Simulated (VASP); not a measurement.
A run of VASP 6.6.1 is set up as follows.

The input INCAR:

```
  ALGO = Normal
  EDIFF = 1E-6
  ENCUT = 500
  GGA = PE
  GGA_COMPAT = False
  ISIF = 2
  ISMEAR = -1
  LASPH = True
  LCHARG = False
  LREAL = False
  LWAVE = False
  NBANDS = 8
  NELM = 120
  PREC = Accurate
  SIGMA = 0.1
```

Contents of KPOINTS:

```
k-points
0
Gamma
  15 15 15
```

The input POSCAR:

```
Si
1.0
    0.0000000000      1.6123672723      1.6123672723
    1.6123672723      0.0000000000      1.6123672723
    1.6123672723      1.6123672723      0.0000000000
Si
1
Direct
    0.0000000000      0.0000000000      0.0000000000
```

Potentials or basis: VASP PAW PBE potentials, release 64 (Si).

Run with:

```bash
$ cat potpaw_PBE.64/Si/POTCAR > POTCAR
$ mpirun -np 1 vasp_std > vasp.out
```

Problem. Predict the band gap on the k mesh.

Solution. Zero (band 2 reaches 33.42 eV, above the bottom of band 3 at 15.61 eV).

Problem. Predict the pressure.

Solution. 149.7 GPa.
